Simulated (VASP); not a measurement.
# Be (Fm-3m) in VASP: a series of runs

Runs on Be. Level: r2SCAN. Tasks: single point.

Program: VASP 6.6.1. These are calculated values, not measurements. Logs are shortened: lines on timing, memory, paths and dates and some standing lists are left out, and cuts for length are marked.

### 1 The cell of the first run

Symmetry: Fm-3m, No. 225, cubic system. The conventional cell has a = 3.117 Å, b = 3.117 Å, c = 3.117 Å, α = 90.00°, β = 90.00°, γ = 90.00°. Be (site symmetry m-3m) has 12 Be at 2.20 Å within 2.9 Å.

This isn't the form of Be at room conditions, which is hcp.

### 2 Single point, r2SCAN (7.57 Å³/atom)

Input file POSCAR:

```
Be
1.0
    0.0000000000      1.5583897240      1.5583897240
    1.5583897240      0.0000000000      1.5583897240
    1.5583897240      1.5583897240      0.0000000000
Be
1
Direct
    0.0000000000      0.0000000000      0.0000000000
```

Input file INCAR.step1:

```
PREC = Accurate ; ENCUT = 520
ISMEAR = -1 ; SIGMA = 0.1
LREAL = False ; LASPH = True
NELM = 60 ; NBANDS = 7
GGA = PE ; ALGO = Normal
EDIFF = 1E-4 ; LWAVE = True
LCHARG = False
```

Input file INCAR.step2:

```
PREC = Accurate ; ENCUT = 520
EDIFF = 1E-6 ; ISMEAR = -1
SIGMA = 0.1 ; LREAL = False
LASPH = True ; NELM = 60
ALGO = Normal ; ISIF = 2
LWAVE = False ; LCHARG = False
METAGGA = R2SCAN ; LMIXTAU = True
NBANDS = 7 ; ISTART = 1
```

Input file KPOINTS:

```
regular mesh
0
Gamma
  19 19 19
```

Potentials or basis: VASP PAW PBE potentials, release 64 (Be).

Started as:

```bash
> cat potpaw_PBE.64/Be/POTCAR > POTCAR
> cp INCAR.step1 INCAR
> mpirun -np 1 vasp_std > vasp.out
> cp INCAR.step2 INCAR
> mpirun -np 1 vasp_std > vasp.out
```

OUTCAR:

```text
PREC = Accurate
   ENCUT = 520
   EDIFF = 1E-6
   ISMEAR = -1
   LREAL = False
   LASPH = True
   NELM = 60
   ISIF = 2
   METAGGA = R2SCAN
   ISTART = 1

 ion  position               nearest neighbor table
   1  0.000  0.000  0.000-

  LATTYP: Found a face centered cubic cell.
 ALAT       =     3.1167794480

  Lattice vectors:

 A1 = (   0.0000000000,   1.5583897240,   1.5583897240)
 A2 = (   1.5583897240,   0.0000000000,   1.5583897240)
 A3 = (   1.5583897240,   1.5583897240,   0.0000000000)

Analysis of symmetry for initial positions (statically):
=====================================================================
 Subroutine PRICEL returns:
 Original cell was already a primitive cell.

 Routine SETGRP: Setting up the symmetry group for a
 face centered cubic supercell.

 Subroutine GETGRP returns: Found 48 space group operations
 (whereof 48 operations were pure point group operations)
 out of a pool of 48 trial point group operations.

The static configuration has the point symmetry O_h .

Analysis of symmetry for dynamics (positions and initial velocities):
=====================================================================
 Subroutine PRICEL returns:
 Original cell was already a primitive cell.

 Routine SETGRP: Setting up the symmetry group for a
 face centered cubic supercell.

 Subroutine GETGRP returns: Found 48 space group operations
 (whereof 48 operations were pure point group operations)
 out of a pool of 48 trial point group operations.

The dynamic configuration has the point symmetry O_h .

 Subroutine INISYM returns: Found 48 space group operations
 (whereof 48 operations are pure point group operations),
 and found     1 'primitive' translations

----------------------------------------------------------------------------------------

                                     Primitive cell

  volume of cell :       7.5693

  direct lattice vectors                    reciprocal lattice vectors
     0.000000000  1.558389724  1.558389724    -0.320844005  0.320844005  0.320844005
     1.558389724  0.000000000  1.558389724     0.320844005 -0.320844005  0.320844005
     1.558389724  1.558389724  0.000000000     0.320844005  0.320844005 -0.320844005

  length of vectors
     2.203895883  2.203895883  2.203895883     0.555718118  0.555718118  0.555718118

  position of ions in fractional coordinates (direct lattice)
     0.000000000  0.000000000  0.000000000

  ion indices of the primitive-cell ions
   primitive index   ion index
                 1           1

----------------------------------------------------------------------------------------

 KPOINTS: regular mesh

Automatic generation of k-mesh.
 Grid dimensions read from file:
 generate k-points for:   19   19   19

 Generating k-lattice:

  Cartesian coordinates                     Fractional coordinates (reciprocal lattice)
    -0.016886527  0.016886527  0.016886527     0.052631579  0.000000000  0.000000000
     0.016886527 -0.016886527  0.016886527     0.000000000  0.052631579  0.000000000
     0.016886527  0.016886527 -0.016886527     0.000000000  0.000000000  0.052631579

  Length of vectors
     0.029248322  0.029248322  0.029248322

  Shift w.r.t. Gamma in fractional coordinates (k-lattice)
     0.000000000  0.000000000  0.000000000

 Subroutine IBZKPT returns following result:
 ===========================================

 Found    220 irreducible k-points:

 Following reciprocal coordinates:
            Coordinates               Weight
  0.000000  0.000000  0.000000      1.000000
  0.052632  0.000000  0.000000      8.000000
  0.105263  0.000000  0.000000      8.000000
  0.157895  0.000000  0.000000      8.000000
  0.210526  0.000000  0.000000      8.000000
  0.263158  0.000000  0.000000      8.000000
[... 16 lines left out ...]
 -0.315789  0.052632  0.000000     24.000000
 -0.263158  0.052632  0.000000     24.000000
 [... further k-points ...]
   k-points           NKPTS =    220   k-points in BZ     NKDIM =    220   number of bands    NBANDS=      7
   number of dos      NEDOS =    301   number of ions     NIONS =      1
   total plane-waves  NPLWV =   4096
   dimension x,y,z NGX =    16 NGY =   16 NGZ =   16
   dimension x,y,z NGXF=    32 NGYF=   32 NGZF=   32
   ions per type =               1
   NGX,Y,Z   is equivalent  to a cutoff of  12.07, 12.07, 12.07 a.u.
   NGXF,Y,Z  is equivalent  to a cutoff of  24.14, 24.14, 24.14 a.u.
 SYSTEM =  unknown system
   PREC   = accura    normal or accurate (medium, high low for compatibility)
   ISTART =      1    job   : 0-new  1-cont  2-samecut
   ICHARG =      0    charge: 1-file 2-atom 10-const
   ISPIN  =      1    spin polarized calculation?
   LNONCOLLINEAR =      F non collinear calculations
   LSORBIT =      F    spin-orbit coupling
   LASPH  =      T    aspherical Exc in radial PAW
   ENCUT  =  520.0 eV  38.22 Ry    6.18 a.u.   4.10  4.10  4.10*2*pi/ulx,y,z
   NELM   =     60;   NELMIN=  2; NELMDL=  0     # of ELM steps
   EDIFF  = 0.1E-05   stopping-criterion for ELM
   LREAL  =      F    real-space projection
   EDIFFG = 0.1E-04   stopping-criterion for IOM
   NSW    =      0    number of steps for IOM
   IBRION =     -1    ionic relax: 0-MD 1-quasi-New 2-CG
   NFREE  =      0    steps in history (QN), initial steepest desc. (CG)
   ISIF   =      2    stress and relaxation
   ISYM   =      2    0-nonsym 1-usesym 2-fastsym
   POTIM  = 0.5000    time-step for ionic-motion
   TEBEG  =    0.0;   TEEND  =   0.0 temperature during run
   PSTRESS=    0.0 pullay stress
   NELECT =       2.0000    total number of electrons
   NUPDOWN=      -1.0000    fix difference up-down
   EMIN   =  10.00;   EMAX   =-10.00  energy-range for DOS
   EFERMI =   0.00;   METHOD = LEGACY
   ISMEAR =    -1;   SIGMA  =   0.10  broadening in eV -4-tet -1-fermi 0-gaus
   EFERMI_NEDOS =   21; number of points for ismear=-14 and -15
   IALGO  =     38    algorithm
   IMIX   =      4    mixing-type and parameters
     AMIX     =   0.40;   BMIX     =  1.00
     AMIX_MAG =   1.60;   BMIX_MAG =  1.00
  volume/ion in A,a.u.               =       7.57        51.08
  Fermi-wavevector in a.u.,A,eV,Ry     =   1.050507  1.985169 15.014899  1.103564
  Thomas-Fermi vector in A             =   2.185512
   LORBIT       =      0    0 simple, 1 ext, 2 COOP (PROOUT), +10 PAW based schemes
   METAGGA = R2SCAN    functional components
   LHFCALC =     F    Hartree Fock is set to
   AEXX    =    0.0000 exact exchange contribution
   IVDW    =     0    specifies the selected vdW correction
   LEPSILON=     F    determine dielectric tensor
   LRPA    =     F    only Hartree local field effects (RPA)
 non-spin polarized calculation
  energy-cutoff  :      520.00
  volume of cell :        7.57
 maximum number of plane-waves:       210
   NGX =  9   NGY =  9   NGZ =  9

 number of electron       2.0000000 magnetization

 Free energy of the ion-electron system (eV)
  ---------------------------------------------------
  ext. energy  EPLUGINS =         0.00000000
  ---------------------------------------------------
  free energy    TOTEN  =        -4.25301172 eV

  energy without entropy =       -4.25057663  energy(sigma->0) =       -4.25179417

 E-fermi :   8.0159     XC(G=0): -11.4147

 val. band max:        8.0058139890   @ k =  -0.3684   0.3684   0.0000
 cond. band min:       8.1091935740   @ k =  -0.4737   0.0526   0.0000
 fundamental gap:      0.1033795850
 Fermi energy:         8.0158608980

 k-point     1 :       0.0000    0.0000    0.0000
  band No.  band energies     occupation
      1      -5.0049      2.00000
      2      29.7667      0.00000
      3      29.7667      0.00000
      4      29.7667      0.00000
      5      39.3184      0.00000
      6      39.3184      0.00000
      7      39.3184      0.00000

 k-point     2 :       0.0526    0.0000    0.0000
  band No.  band energies     occupation
      1      -4.9042      2.00000
      2      28.8788      0.00000
      3      29.5773      0.00000
      4      29.5773      0.00000
      5      38.2117      0.00000
      6      39.6711      0.00000
      7      39.6711      0.00000

 k-point     3 :       0.1053    0.0000    0.0000
  band No.  band energies     occupation
      1      -4.6021      2.00000
      2      26.5624      0.00000
      3      29.0988      0.00000
      4      29.0988      0.00000
      5      37.5935      0.00000
      6      40.5516      0.00000
      7      40.5516      0.00000

 k-point     4 :       0.1579    0.0000    0.0000
  band No.  band energies     occupation
      1      -4.0990      2.00000
      2      23.5728      0.00000
      3      28.5021      0.00000
      4      28.5021      0.00000
      5      37.7881      0.00000
      6      41.3511      0.00000
      7      41.3511      0.00000

 k-point     5 :       0.2105    0.0000    0.0000
  band No.  band energies     occupation
      1      -3.3964      2.00000
      2      20.4291      0.00000
      3      27.9175      0.00000
      4      27.9175      0.00000
      5      38.4203      0.00000
      6      41.0477      0.00000
      7      41.0477      0.00000
[... 161 lines left out ...]
 k-point    22 :      -0.3684    0.0526    0.0000
  band No.  band energies     occupation
      1       0.3287      2.00000
      2      11.1541      0.00000
      3      25.5309      0.00000
      4      27.0438      0.00000
      5      35.6376      0.00000
      6      36.9933      0.00000
      7      41.5076      0.00000

 k-point    23 :      -0.3158    0.0526    0.0000
  band No.  band energies     occupation
      1      -0.9306      2.00000
      2      13.6342      0.00000
      3      25.5684      0.00000
      4      27.5741      0.00000
      5      36.6649      0.00000
      6      37.6918      0.00000
      7      41.4920      0.00000

 k-point    24 :      -0.2632    0.0526    0.0000
  band No.  band energies     occupation
      1      -2.0659      2.00000
      2      16.4187      0.00000
      3      25.7828      0.00000
      4      28.1412      0.00000
      5      37.7698      0.00000
      6      38.7386      0.00000
      7      40.6254      0.00000

 [... further k-points ...]

------------------------ aborting loop because EDIFF is reached ----------------------------------------

  FORCE on cell =-STRESS in cart. coord.  units (eV):
  Direction    XX          YY          ZZ          XY          YZ          ZX
  --------------------------------------------------------------------------------------
  -------------------------------------------------------------------------------------
  Total        0.2579748      0.2579748      0.2579748      0.0000000      0.0000000     -0.0000000
  in kB       54.6046423     54.6046423     54.6046423      0.0000000      0.0000000     -0.0000000
  external PRESSURE =      54.6046423 kB  Pullay stress =       0.0000000 kB

 VOLUME and BASIS-vectors are now :
 -----------------------------------------------------------------------------
  energy-cutoff  :      520.00
  volume of cell :        7.57
      direct lattice vectors                 reciprocal lattice vectors
     0.000000000  1.558389724  1.558389724    -0.320844005  0.320844005  0.320844005
     1.558389724  0.000000000  1.558389724     0.320844005 -0.320844005  0.320844005
     1.558389724  1.558389724  0.000000000     0.320844005  0.320844005 -0.320844005

 POSITION                                       TOTAL-FORCE (eV/Angst)
 -----------------------------------------------------------------------------------
      0.00000      0.00000      0.00000         0.000000     -0.000000      0.000000
 -----------------------------------------------------------------------------------
    total drift:                               -0.000000      0.000000     -0.000000

  FREE ENERGIE OF THE ION-ELECTRON SYSTEM (eV)
  ---------------------------------------------------
  free  energy   TOTEN  =        -4.2530117191 eV

  energy  without entropy=       -4.2505766265  energy(sigma->0) =       -4.25179417
```

It took 39 s on 1 thread of AMD EPYC 7R13, shared host; peak memory 0.09 GiB.

What came out:

```
Free energy            : -4.2530 eV
Pressure               : 5.5 GPa
Band gap on the k mesh : zero (bands 1 and 2 overlap by 0.74 eV)
```

Levels at points of the mesh, in eV from the Fermi level:
```tsv
k point	band 1	band 2	band 3	band 4
(0.00, 0.00, 0.00)	-13.02	21.75	21.75	21.75
```

Caveat: the cell stands under pressure; the PAW data sets were made with another functional, which shifts forces and pressure a little.

(Continued in part 2 of 2.)
